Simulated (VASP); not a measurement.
Cu2H3:

```
CELL_PARAMETERS angstrom
3.37060 0.00000 0.00000
-1.68530 2.91903 0.00000
0.00000 0.00000 4.82343
ATOMIC_POSITIONS crystal
Cu 0.33333 0.66667 0.50000
Cu 0.66667 0.33333 0.50000
H 0.33333 0.66667 0.00000
H 0.66667 0.33333 0.00000
H 0.00000 0.00000 0.50000
```

The cell was built from a structure type or drawn by symmetry, and may not be a known phase.

- Program: VASP 6.6.1
- Task: relaxation of cell and atoms
- Functional: PBE
- Potentials or basis: VASP PAW PBE potentials, release 64 (Cu, H)
- Cutoff: 600 eV
- k mesh: 6 × 6 × 4
- Occupations: gaussian, width 0.1 eV
- Spin: no spin polarisation

At the start: pressure 29.3 GPa; volume 9.49 Å³/atom.

Problem. How do energy, volume and symmetry change on relaxing?

Solution. Over 17 steps the energy falls by 873.5 meV/atom and the volume is 9.22 Å³/atom (-2.9 %); space group P6/mmm (No. 191, to 0.1 Å) before and after.

Step by step:
```tsv
step	energy change (eV)	largest force (eV/Å)	pressure (GPa)	volume (Å³)
1	0.0000	0.0000	29.31	47.46
2	-2.0293	0.0000	-6.94	59.73
3	-2.0395	0.0000	-10.27	62.75
4	-2.0454	0.0000	-8.87	61.18
5	-2.7229	0.0000	-9.45	57.01
6	-3.6629	0.0000	-7.93	51.52
7	-3.6166	0.0000	21.94	39.90
8	-4.1771	0.0000	-4.35	47.72
9	-4.2480	0.0000	8.80	42.58
10	-4.3446	0.0000	0.72	45.15
11	-4.3506	0.0000	1.93	44.69
12	-4.3494	0.0000	2.80	44.34
13	-4.3653	0.0000	0.07	45.96
14	-4.3653	0.0000	-0.32	46.16
15	-4.3653	0.0000	-0.33	46.10
16	-4.3654	0.0000	-0.21	46.03
17	-4.3673	0.0000	-0.01	46.08
```

Final structure:
```
Cu H
1.0
     4.10668    0.00000    0.00000
    -2.05334    3.55649    0.00000
     0.00000    0.00000    3.15469
Cu H
2 3
Direct
  0.33333 0.66667 0.50000
  0.66667 0.33333 0.50000
  0.33333 0.66667 0.00000
  0.66667 0.33333 0.00000
  0.00000 0.00000 0.50000
```

Caveat: a cell axis changed by over 15 % at a fixed basis, so the end point is rough.
